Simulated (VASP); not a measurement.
# SnO2 (Pa-3) in VASP: notebook

SnO2 is run at these levels: PBE, LDA; tasks: single point.

Program: VASP 6.6.1. These are calculated values, not measurements. Logs are shortened: lines on timing, memory, paths and dates and some standing lists are left out, and cuts for length are marked.

### 1 The cell of the first run

Symmetry: Pa-3, No. 205, cubic system. The conventional cell has a = 5.175 Å, b = 5.175 Å, c = 5.175 Å, α = 90.00°, β = 90.00°, γ = 90.00°. Sn (site symmetry -3) has 6 O at 2.11 Å within 2.8 Å. O (site symmetry 3) has 3 Sn at 2.11 Å and 6 O at 2.75 Å within 2.8 Å.

### 2 Single point, PBE

INCAR reads:

```
ALGO     = Normal         # electronic algorithm
EDIFF    = 1E-7           # SCF threshold, eV
ENCUT    = 520            # plane-wave cutoff, eV
GGA      = PE             # functional
ISIF     = 2              # what is computed and relaxed
ISMEAR   = 0              # smearing method
LASPH    = T              # aspherical terms in the spheres
LCHARG   = F              # write CHGCAR
LREAL    = F              # projectors in reciprocal space
LWAVE    = F              # write WAVECAR
NBANDS   = 64             # bands
NELM     = 60             # most SCF steps
PREC     = Accurate       # precision mode
SIGMA    = 0.011          # smearing width, eV
```

KPOINTS reads:

```
k-points
0
Gamma
  5 5 5
```

POSCAR reads:

```
SnO2
1.0
    5.1752560000      0.0000000000      0.0000000000
    0.0000000000      5.1752560000      0.0000000000
    0.0000000000      0.0000000000      5.1752560000
Sn O
4 8
Direct
    0.0000000000      0.0000000000      0.0000000000
    0.5000000000      0.0000000000      0.5000000000
    0.5000000000      0.5000000000      0.0000000000
    0.0000000000      0.5000000000      0.5000000000
    0.6610980000      0.8389020000      0.1610980000
    0.8389020000      0.1610980000      0.6610980000
    0.1610980000      0.6610980000      0.8389020000
    0.3389020000      0.3389020000      0.3389020000
    0.6610980000      0.6610980000      0.6610980000
    0.8389020000      0.3389020000      0.1610980000
    0.1610980000      0.8389020000      0.3389020000
    0.3389020000      0.1610980000      0.8389020000
```

Potentials or basis: VASP PAW PBE potentials, release 64 (Sn_d, O).

Started as:

```bash
$ cat potpaw_PBE.64/Sn_d/POTCAR potpaw_PBE.64/O/POTCAR > POTCAR
$ mpirun -np 1 vasp_std > vasp.out
```

OUTCAR:

```text
EDIFF = 1E-7
   ENCUT = 520
   GGA = PE
   ISIF = 2
   ISMEAR = 0
   LASPH = T
   LREAL = F
   NELM = 60
   PREC = Accurate

 ion  position               nearest neighbor table
   1  0.000  0.000  0.000-   5 2.11   6 2.11   7 2.11  10 2.11  11 2.11  12 2.11   2 3.66   3 3.66
                             4 3.66   2 3.66   4 3.66   3 3.66   4 3.66   4 3.66   2 3.66   3 3.66
   2  0.500  0.000  0.500-   5 2.11   6 2.11   8 2.11   9 2.11  11 2.11  12 2.11   1 3.66   3 3.66
                             4 3.66   1 3.66   3 3.66   3 3.66   4 3.66   3 3.66   1 3.66   4 3.66
   3  0.500  0.500  0.000-   5 2.11   7 2.11   8 2.11   9 2.11  10 2.11  12 2.11   1 3.66   2 3.66
                             4 3.66   2 3.66   4 3.66   1 3.66   2 3.66   2 3.66   1 3.66   4 3.66
   4  0.000  0.500  0.500-   6 2.11   7 2.11   8 2.11   9 2.11  10 2.11  11 2.11   1 3.66   2 3.66
                             3 3.66   1 3.66   3 3.66   1 3.66   2 3.66   1 3.66   2 3.66   3 3.66
   5  0.661  0.839  0.161-   1 2.11   2 2.11   3 2.11
   6  0.839  0.161  0.661-   1 2.11   2 2.11   4 2.11
   7  0.161  0.661  0.839-   1 2.11   3 2.11   4 2.11
   8  0.339  0.339  0.339-   2 2.11   3 2.11   4 2.11
   9  0.661  0.661  0.661-   2 2.11   3 2.11   4 2.11
  10  0.839  0.339  0.161-   1 2.11   3 2.11   4 2.11
  11  0.161  0.839  0.339-   1 2.11   2 2.11   4 2.11
  12  0.339  0.161  0.839-   1 2.11   2 2.11   3 2.11

  LATTYP: Found a simple cubic cell.
 ALAT       =     5.1752560000

  Lattice vectors:

 A1 = (   5.1752560000,   0.0000000000,   0.0000000000)
 A2 = (   0.0000000000,   5.1752560000,   0.0000000000)
 A3 = (   0.0000000000,   0.0000000000,   5.1752560000)

Analysis of symmetry for initial positions (statically):
=====================================================================
 Subroutine PRICEL returns:
 Original cell was already a primitive cell.

 Routine SETGRP: Setting up the symmetry group for a
 simple cubic supercell.

 Subroutine GETGRP returns: Found 24 space group operations
 (whereof  6 operations were pure point group operations)
 out of a pool of 48 trial point group operations.

The static configuration has the point symmetry S_6 .
 The point group associated with its full space group is T_h .

Analysis of symmetry for dynamics (positions and initial velocities):
=====================================================================
 Subroutine PRICEL returns:
 Original cell was already a primitive cell.

 Routine SETGRP: Setting up the symmetry group for a
 simple cubic supercell.

[... 123 lines left out ...]
   NUPDOWN=      -1.0000    fix difference up-down
   EMIN   =  10.00;   EMAX   =-10.00  energy-range for DOS
   EFERMI =   0.00;   METHOD = LEGACY
   ISMEAR =     0;   SIGMA  =   0.01  broadening in eV -4-tet -1-fermi 0-gaus
   EFERMI_NEDOS =   21; number of points for ismear=-14 and -15
   IALGO  =     38    algorithm
   IMIX   =      4    mixing-type and parameters
     AMIX     =   0.40;   BMIX     =  1.00
     AMIX_MAG =   1.60;   BMIX_MAG =  1.00
  volume/ion in A,a.u.               =      11.55        77.95
  Fermi-wavevector in a.u.,A,eV,Ry     =   1.487604  2.811165 30.109240  2.212967
  Thomas-Fermi vector in A             =   2.600744
   LORBIT       =      0    0 simple, 1 ext, 2 COOP (PROOUT), +10 PAW based schemes
   GGA     = PE    functional components
   LHFCALC =     F    Hartree Fock is set to
   AEXX    =    0.0000 exact exchange contribution
   IVDW    =     0    specifies the selected vdW correction
   LEPSILON=     F    determine dielectric tensor
   LRPA    =     F    only Hartree local field effects (RPA)
 non-spin polarized calculation
 Gauss-broadening in eV      SIGMA  =   0.01
  energy-cutoff  :      520.00
  volume of cell :      138.61
 maximum number of plane-waves:      3759
 NGX is ok and might be reduce to    40
   NGX = 19   NGY = 19   NGZ = 19

 number of electron     103.9999973 magnetization

 Free energy of the ion-electron system (eV)
  ---------------------------------------------------
  ext. energy  EPLUGINS =         0.00000000
  ---------------------------------------------------
  free energy    TOTEN  =       -73.41624637 eV

  energy without entropy =      -73.41624637  energy(sigma->0) =      -73.41624637

 E-fermi :   6.6798     XC(G=0): -11.6228

 val. band max:        6.5467819953   @ k =   0.4000   0.0000   0.0000
 cond. band min:       7.1090017113   @ k =   0.0000   0.0000   0.0000
 fundamental gap:      0.5622197160
 Fermi energy:         6.6798085829

 k-point     1 :       0.0000    0.0000    0.0000
  band No.  band energies     occupation
      1     -14.2512      2.00000
      2     -14.2512      2.00000
      3     -14.2512      2.00000
      4     -13.5778      2.00000
      5     -13.5778      2.00000
      6     -13.5778      2.00000
[... 726 lines left out ...]
     63      17.2528      0.00000
     64      17.7396      0.00000

------------------------ aborting loop because EDIFF is reached ----------------------------------------

  FORCE on cell =-STRESS in cart. coord.  units (eV):
  Direction    XX          YY          ZZ          XY          YZ          ZX
  --------------------------------------------------------------------------------------
  -------------------------------------------------------------------------------------
  Total       -0.0318923     -0.0318923     -0.0318923      0.0000000      0.0000000     -0.0000000
  in kB       -0.3686391     -0.3686391     -0.3686391      0.0000000      0.0000000     -0.0000000
  external PRESSURE =      -0.3686391 kB  Pullay stress =       0.0000000 kB

 VOLUME and BASIS-vectors are now :
 -----------------------------------------------------------------------------
  energy-cutoff  :      520.00
  volume of cell :      138.61
      direct lattice vectors                 reciprocal lattice vectors
     5.175256000  0.000000000  0.000000000     0.193227156  0.000000000  0.000000000
     0.000000000  5.175256000  0.000000000     0.000000000  0.193227156  0.000000000
     0.000000000  0.000000000  5.175256000     0.000000000  0.000000000  0.193227156

 POSITION                                       TOTAL-FORCE (eV/Angst)
 -----------------------------------------------------------------------------------
      0.00000      0.00000      0.00000         0.000000     -0.000000     -0.000000
      2.58763      0.00000      2.58763         0.000000     -0.000000     -0.000000
      2.58763      2.58763      0.00000         0.000000     -0.000000     -0.000000
      0.00000      2.58763      2.58763         0.000000     -0.000000     -0.000000
      3.42135      4.34153      0.83372        -0.002515      0.002515     -0.002515
      4.34153      0.83372      3.42135         0.002515     -0.002515     -0.002515
      0.83372      3.42135      4.34153        -0.002515     -0.002515      0.002515
      1.75390      1.75390      1.75390         0.002515      0.002515      0.002515
      3.42135      3.42135      3.42135        -0.002515     -0.002515     -0.002515
      4.34153      1.75390      0.83372         0.002515      0.002515     -0.002515
      0.83372      4.34153      1.75390        -0.002515      0.002515      0.002515
      1.75390      0.83372      4.34153         0.002515     -0.002515      0.002515
 -----------------------------------------------------------------------------------
    total drift:                                0.000000      0.000000     -0.000000

  FREE ENERGIE OF THE ION-ELECTRON SYSTEM (eV)
  ---------------------------------------------------
  free  energy   TOTEN  =       -73.4162463684 eV

  energy  without entropy=      -73.4162463684  energy(sigma->0) =      -73.41624637
```

OSZICAR:

```text
N       E                     dE             d eps       ncg     rms          rms(c)
DAV:   1     0.160605960151E+04    0.16061E+04   -0.47607E+04  1608   0.260E+03
DAV:   2     0.271196226535E+03   -0.13349E+04   -0.12667E+04  1456   0.803E+02
DAV:   3    -0.558707481343E+02   -0.32707E+03   -0.31526E+03  1520   0.281E+02
DAV:   4    -0.848558709381E+02   -0.28985E+02   -0.28616E+02  1760   0.917E+01
DAV:   5    -0.856849348430E+02   -0.82906E+00   -0.82633E+00  1600   0.163E+01    0.217E+01
DAV:   6    -0.732162633573E+02    0.12469E+02   -0.43324E+01  2176   0.709E+01    0.763E+00
DAV:   7    -0.734940603662E+02   -0.27780E+00   -0.48252E+00  1576   0.906E+00    0.451E+00
DAV:   8    -0.734533663409E+02    0.40694E-01   -0.71493E-01  1864   0.534E+00    0.123E+00
DAV:   9    -0.734144881790E+02    0.38878E-01   -0.19506E-01  2104   0.414E+00    0.210E-01
DAV:  10    -0.734160367557E+02   -0.15486E-02   -0.16165E-02  1912   0.987E-01    0.909E-02
DAV:  11    -0.734162428235E+02   -0.20607E-03   -0.12428E-03  2024   0.286E-01    0.306E-02
DAV:  12    -0.734162555234E+02   -0.12700E-04   -0.10869E-04  1696   0.608E-02    0.243E-02
DAV:  13    -0.734162452896E+02    0.10234E-04   -0.40068E-05  2168   0.426E-02    0.455E-03
DAV:  14    -0.734162456534E+02   -0.36386E-06   -0.29869E-06  1552   0.866E-03    0.375E-03
DAV:  15    -0.734162461574E+02   -0.50394E-06   -0.17543E-07  1024   0.250E-03    0.166E-03
DAV:  16    -0.734162463573E+02   -0.19992E-06   -0.10952E-07   904   0.221E-03    0.237E-04
DAV:  17    -0.734162463684E+02   -0.11114E-07   -0.41844E-08   920   0.132E-03
   1 F= -.73416246E+02 E0= -.73416246E+02  d E =-.910215E-67
```

stdout:

```text
POSCAR found type information on POSCAR SnO
 POSCAR found :  2 types and      12 ions
 scaLAPACK will be used
 LDA part: xc-table for (Slater+PW92), standard interpolation
 POSCAR, INCAR and KPOINTS ok, starting setup
 FFT: planning ... GRIDC
 FFT: planning ... GRID_SOFT
 FFT: planning ... GRID
 WAVECAR not read
 entering main loop
```

It took 2.1 min on 1 thread of AMD EPYC 7R43 (Zen 3), shared host; peak memory 0.23 GiB.

Results:

```yaml
Free_energy: -73.4162 eV
Pressure: 0.0 GPa
Largest_force: 0.004 eV/Å
Band_gap_on_the_k_mesh: 0.56 eV, indirect (least direct gap 0.62 eV)
```

Forces in eV/Å, atoms in the order of the input:
```
Sn   0.000  0.000  0.000
Sn   0.000  0.000  0.000
Sn   0.000  0.000  0.000
Sn   0.000  0.000  0.000
O   -0.003  0.003 -0.003
O    0.003 -0.003 -0.003
O   -0.003 -0.003  0.003
O    0.003  0.003  0.003
O   -0.003 -0.003 -0.003
O    0.003  0.003 -0.003
O   -0.003  0.003  0.003
O    0.003 -0.003  0.003
```

Levels at points of the mesh, in eV from the valence-band top:
```
           k point  band 49  band 50  band 51  band 52  band 53  band 54  band 55  band 56
(0.00, 0.00, 0.00)    -0.28    -0.06    -0.06    -0.06     0.56     5.73     5.73     5.73
```

Caveat: spin-orbit coupling is left out, which moves the levels of the heavy elements.

### 3 Single point, PBE

INCAR reads:

```
  PREC = Accurate
  ENCUT = 520
  EDIFF = 1E-6
  ISMEAR = -1
  SIGMA = 0.05
  LREAL = False
  LASPH = True
  NELM = 60
  ALGO = Normal
  ISIF = 2
  LWAVE = False
  LCHARG = False
  GGA = PE
  NBANDS = 64
```

KPOINTS reads:

```
regular mesh
0
Gamma
  5 5 5
```

POSCAR is that of step 2.

Potentials or basis: VASP PAW PBE potentials, release 64 (Sn_d, O).

Started as:

```bash
$ cat potpaw_PBE.64/Sn_d/POTCAR potpaw_PBE.64/O/POTCAR > POTCAR
$ mpirun -np 1 vasp_std > vasp.out
```

OUTCAR:

```text
PREC = Accurate
   ENCUT = 520
   EDIFF = 1E-6
   ISMEAR = -1
   LREAL = False
   LASPH = True
   NELM = 60
   ISIF = 2
   GGA = PE

 ion  position               nearest neighbor table
   1  0.000  0.000  0.000-   5 2.11   6 2.11   7 2.11  10 2.11  11 2.11  12 2.11   2 3.66   3 3.66
                             4 3.66   2 3.66   4 3.66   3 3.66   4 3.66   4 3.66   2 3.66   3 3.66
   2  0.500  0.000  0.500-   5 2.11   6 2.11   8 2.11   9 2.11  11 2.11  12 2.11   1 3.66   3 3.66
                             4 3.66   1 3.66   3 3.66   3 3.66   4 3.66   3 3.66   1 3.66   4 3.66
   3  0.500  0.500  0.000-   5 2.11   7 2.11   8 2.11   9 2.11  10 2.11  12 2.11   1 3.66   2 3.66
                             4 3.66   2 3.66   4 3.66   1 3.66   2 3.66   2 3.66   1 3.66   4 3.66
   4  0.000  0.500  0.500-   6 2.11   7 2.11   8 2.11   9 2.11  10 2.11  11 2.11   1 3.66   2 3.66
                             3 3.66   1 3.66   3 3.66   1 3.66   2 3.66   1 3.66   2 3.66   3 3.66
   5  0.661  0.839  0.161-   1 2.11   2 2.11   3 2.11
   6  0.839  0.161  0.661-   1 2.11   2 2.11   4 2.11
   7  0.161  0.661  0.839-   1 2.11   3 2.11   4 2.11
   8  0.339  0.339  0.339-   2 2.11   3 2.11   4 2.11
   9  0.661  0.661  0.661-   2 2.11   3 2.11   4 2.11
[... 940 lines left out ...]

  FORCE on cell =-STRESS in cart. coord.  units (eV):
  Direction    XX          YY          ZZ          XY          YZ          ZX
  --------------------------------------------------------------------------------------
  -------------------------------------------------------------------------------------
  Total       -0.0102523     -0.0102523     -0.0102523      0.0000000      0.0000000     -0.0000000
  in kB       -0.1185049     -0.1185049     -0.1185049      0.0000000      0.0000000     -0.0000000
  external PRESSURE =      -0.1185049 kB  Pullay stress =       0.0000000 kB

 VOLUME and BASIS-vectors are now :
 -----------------------------------------------------------------------------
  energy-cutoff  :      520.00
  volume of cell :      138.61
      direct lattice vectors                 reciprocal lattice vectors
     5.175256000  0.000000000  0.000000000     0.193227156  0.000000000  0.000000000
     0.000000000  5.175256000  0.000000000     0.000000000  0.193227156  0.000000000
     0.000000000  0.000000000  5.175256000     0.000000000  0.000000000  0.193227156

 POSITION                                       TOTAL-FORCE (eV/Angst)
 -----------------------------------------------------------------------------------
      0.00000      0.00000      0.00000        -0.000000     -0.000000     -0.000000
      2.58763      0.00000      2.58763        -0.000000     -0.000000     -0.000000
      2.58763      2.58763      0.00000        -0.000000     -0.000000     -0.000000
      0.00000      2.58763      2.58763        -0.000000     -0.000000     -0.000000
      3.42135      4.34153      0.83372        -0.002487      0.002487     -0.002487
      4.34153      0.83372      3.42135         0.002487     -0.002487     -0.002487
      0.83372      3.42135      4.34153        -0.002487     -0.002487      0.002487
      1.75390      1.75390      1.75390         0.002487      0.002487      0.002487
      3.42135      3.42135      3.42135        -0.002487     -0.002487     -0.002487
      4.34153      1.75390      0.83372         0.002487      0.002487     -0.002487
      0.83372      4.34153      1.75390        -0.002487      0.002487      0.002487
      1.75390      0.83372      4.34153         0.002487     -0.002487      0.002487
 -----------------------------------------------------------------------------------
    total drift:                                0.000000      0.000000     -0.000000

  FREE ENERGIE OF THE ION-ELECTRON SYSTEM (eV)
  ---------------------------------------------------
  free  energy   TOTEN  =       -73.4162854132 eV

  energy  without entropy=      -73.4160074678  energy(sigma->0) =      -73.41614644
```

OSZICAR:

```text
N       E                     dE             d eps       ncg     rms          rms(c)
DAV:   1     0.160605703373E+04    0.16061E+04   -0.47607E+04  1608   0.260E+03
DAV:   2     0.271193596049E+03   -0.13349E+04   -0.12667E+04  1456   0.803E+02
DAV:   3    -0.558707481345E+02   -0.32706E+03   -0.31527E+03  1520   0.281E+02
DAV:   4    -0.848558709383E+02   -0.28985E+02   -0.28616E+02  1760   0.917E+01
DAV:   5    -0.856849348434E+02   -0.82906E+00   -0.82633E+00  1600   0.163E+01    0.217E+01
DAV:   6    -0.732162920584E+02    0.12469E+02   -0.43324E+01  2176   0.709E+01    0.763E+00
DAV:   7    -0.734940903929E+02   -0.27780E+00   -0.48251E+00  1576   0.906E+00    0.451E+00
DAV:   8    -0.734534223366E+02    0.40668E-01   -0.71499E-01  1864   0.534E+00    0.123E+00
DAV:   9    -0.734145331811E+02    0.38889E-01   -0.19518E-01  2104   0.414E+00    0.210E-01
DAV:  10    -0.734160762721E+02   -0.15431E-02   -0.16183E-02  1912   0.989E-01    0.909E-02
DAV:  11    -0.734162824488E+02   -0.20618E-03   -0.12518E-03  2016   0.287E-01    0.305E-02
DAV:  12    -0.734162953322E+02   -0.12883E-04   -0.11035E-04  1704   0.613E-02    0.244E-02
DAV:  13    -0.734162849963E+02    0.10336E-04   -0.39558E-05  1640   0.428E-02    0.450E-03
DAV:  14    -0.734162854132E+02   -0.41688E-06   -0.35333E-06  1336   0.952E-03
   1 F= -.73416285E+02 E0= -.73416146E+02  d E =-.277945E-03
```

It took 1.9 min on 1 thread of AMD EPYC 7R43 (Zen 3), shared host; peak memory 0.22 GiB.

What came out:

| Quantity | Value |
| --- | --- |
| Free energy | -73.4163 eV |
| Pressure | 0.0 GPa |
| Largest force | 0.004 eV/Å |
| Band gap on the k mesh | 0.56 eV, indirect (least direct gap 0.62 eV) |

Forces in eV/Å, atoms in the order of the input:
```
Sn   0.000  0.000  0.000
Sn   0.000  0.000  0.000
Sn   0.000  0.000  0.000
Sn   0.000  0.000  0.000
O   -0.002  0.002 -0.002
O    0.002 -0.002 -0.002
O   -0.002 -0.002  0.002
O    0.002  0.002  0.002
O   -0.002 -0.002 -0.002
O    0.002  0.002 -0.002
O   -0.002  0.002  0.002
O    0.002 -0.002  0.002
```

Caveat: spin-orbit coupling is left out, which moves the levels of the heavy elements. A k mesh can miss the band edges.

(Continued in part 2 of 2.)
